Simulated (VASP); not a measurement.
The system is Pt.

```
Pt
1.0
     0.00000    1.96090    1.96090
     1.96090    0.00000    1.96090
     1.96090    1.96090    0.00000
Pt
1
Direct
  0.00000 0.00000 0.00000
```

* Program: VASP 6.6.1
* Task: relaxation of cell and atoms
* Functional: BLYP
* Dispersion: D3(BJ)
* Potentials or basis: VASP PAW PBE potentials, release 64 (Pt)
* Cutoff: 600 eV
* k mesh: 12 × 12 × 12
* Occupations: fermi-dirac, width 0.05 eV
* Spin: no spin polarisation

At the start: pressure 6.9 GPa; volume 15.08 Å³/atom.

Task: Where does the relaxation end?

Result: Over 3 steps the energy falls by 8.0 meV/atom and the volume is 15.47 Å³/atom (+2.6 %); space group Fm-3m (No. 225, to 0.05 Å).

The path:
| step | energy change (eV) | largest force (eV/Å) | pressure (GPa) | volume (Å³) |
| --- | --- | --- | --- | --- |
| 1 | 0.0000 | 0.0000 | 6.93 | 15.08 |
| 2 | 0.0453 | 0.0000 | -14.57 | 16.55 |
| 3 | -0.0080 | 0.0000 | -0.18 | 15.47 |

Final structure:
```
Pt
1.0
     0.00000    1.97773    1.97773
     1.97773    0.00000    1.97773
     1.97773    1.97773    0.00000
Pt
1
Direct
  0.00000 0.00000 0.00000
```

Caveat: the PAW data sets were made with another functional, which shifts forces and pressure a little; pairwise dispersion overbinds metals, which lowers pressure and volume.
